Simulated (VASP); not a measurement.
Runs of VASP 6.6.1 on Sb. The structure is that of space group R-3m (No. 166), or close to it. The cells are those of the table. 

```csv
task,potentials or basis,cell,k mesh,cutoff (eV),second run,gap on the mesh (eV),pressure (GPa),largest force (eV/Å)
single point,"VASP PAW PBE potentials, release 64 (Sb_d_GW)","a = 4.493 Å, angles 57.2°, 2 atoms",6 × 6 × 6,500,valence_matched,none,(b),0.09
relaxation of cell and atoms,"VASP PAW PBE potentials, release 64 (Sb)","relaxed from a = 4.493 Å, angles 57.2°, 2 atoms",12 × 12 × 12,600,-,none,0.0,-
single point,"VASP PAW PBE potentials, release 64 (Sb)","a = 4.447 Å, angles 58.2°, 2 atoms",12 × 12 × 12,520,-,none,0.0,(a)
single point,"VASP PAW PBE potentials, release 64 (Sb)","a = 4.493 Å, angles 57.2°, 2 atoms",6 × 6 × 6,520,-,none,0.6,0.13
```

Alike in all rows: level PBE+D3(BJ); no spin polarisation; smearing gaussian 0.1 eV.

Task: Fill in the values left out.

Result: (a) 0.04; (b) 0.5.

Caveats: spin-orbit coupling is left out, which moves the levels of the heavy elements; pairwise dispersion overbinds metals, which lowers pressure and volume.

A k mesh can miss the band edges, and the runs leave out spin-orbit coupling on Sb.

A gap of «none» marks levels without a gap at the run's occupations.

The runs don't all hold the same shells in valence.
